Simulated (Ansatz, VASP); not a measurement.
Al in VASP and in Ansatz

```
Al
1.0
    -1.45279    2.67346   -4.53497
    -0.71465    2.38167    4.12625
     5.81942    0.74012    0.45673
Al
8
Direct
  0.74953 0.70699 0.43751
  0.75067 0.70766 0.93731
  0.25054 0.29305 0.06256
  0.24927 0.29231 0.56261
  0.75020 0.20722 0.18739
  0.74998 0.20739 0.68748
  0.24956 0.79261 0.31260
  0.25025 0.79278 0.81253
```

Change from the starting cell: cell x2, atoms moved at random (sigma 0.1 Å) and cell strained at random (1.5 %), then relaxed without symmetry.

Alike in both runs: functional PBE; k mesh 6 × 6 × 4; occupations gaussian, width 0.2 eV; no spin polarisation.

Ansatz relaxed the structure, and its values are those at the end. VASP's run is a single point on that final structure, the one shown.

```csv
,VASP,Ansatz
version,VASP 6.6.1,Ansatz 0.2.0
potentials or method,"VASP PAW PBE potentials, release 64 (Al), cutoff 520 eV","scalar-relativistic, plane waves, PAW"
valence electrons in the cell,24,24
```

```csv
,VASP,Ansatz,Ansatz less VASP
gap on the k mesh at the Fermi level (eV),none,none,-
pressure (GPa),0.0,0.0,+0.03
```

A gap of «none» marks a metal or a gap that the smearing closes. With one functional, cell and mesh, what is left measures potentials, basis and numerics.
